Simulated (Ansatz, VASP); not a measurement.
## Ir in VASP and in Ansatz

File INCAR:

```
AGGAC    = 1.0          
AGGAX    = 1.0          
ALDAC    = 0.0          
ALDAX    = 1.0          
ALGO     = Normal         # electronic algorithm
EDIFF    = 1E-6           # SCF threshold, eV
ENCUT    = 520            # plane-wave cutoff, eV
GGA      = B5             # functional
ISIF     = 2              # what is computed and relaxed
ISMEAR   = -1             # smearing method
LASPH    = T              # aspherical terms in the spheres
LCHARG   = F              # write CHGCAR
LREAL    = F              # projectors in reciprocal space
LWAVE    = F              # write WAVECAR
NBANDS   = 10             # bands
NELM     = 80             # most SCF steps
PREC     = Accurate       # precision mode
SIGMA    = 0.1            # smearing width, eV
```

KPOINTS

```
k-points
0
Gamma
  16 16 16
```

Contents of POSCAR:

```
Ir
1.0
   -1.5619020926      1.5619020926      1.5619020926
    1.5619020926     -1.5619020926      1.5619020926
    1.5619020926      1.5619020926     -1.5619020926
Ir
1
Direct
    0.0000000000      0.0000000000      0.0000000000
```

Input for Ansatz:

```yaml
crystal:
  lattice:
    - [-1.5619020926, 1.5619020926, 1.5619020926]
    - [1.5619020926, -1.5619020926, 1.5619020926]
    - [1.5619020926, 1.5619020926, -1.5619020926]
  atoms:
    - { symbol: Ir, position: [0.0, 0.0, 0.0] }
hamiltonian:
  xc: blyp
  pseudopotentials:
    kind: paw
    azcp:
      Ir: "pseudopotentials/Ir.paw.azcp"
basis:
  ecutwfc: 420
  fft_grid_basis: typed
kpoints:
  mp_grid: { grid: [16, 16, 16], shift: [0, 0, 0] }
magnetization:
  spin_polarized: false
scf:
  occupations: { method: fermi_dirac, width: 0.1 }
  lower_state_search: "off"
output:
  stress: true
  write_density: true
  write_potential: true
  elf: true
  volumetric_format: npy
```

Alike in both runs: task single point; functional BLYP; k mesh 16 × 16 × 16; occupations fermi-dirac, width 0.1 eV; no spin polarisation.

|  | VASP | Ansatz |
| --- | --- | --- |
| version | VASP 6.6.1 | Ansatz 0.2.0 |
| potentials or method | VASP PAW PBE potentials, release 64 (Ir), cutoff 520 eV | plane waves (420 eV) with PAW, scalar-relativistic |
| valence electrons in the cell | 9 | 17 |

|  | VASP | Ansatz | Ansatz less VASP |
| --- | --- | --- | --- |
| pressure (GPa) | 14.1 | 11.7 | -2.41 |

VASP's potentials were made for PBE, not for BLYP. With one functional, cell and mesh, what is left measures potentials, basis and numerics. VASP's potentials hold 9 valence electrons a cell and Ansatz's 17, so a difference there can come from the potentials and not from the codes.

Spin-orbit coupling is off throughout.
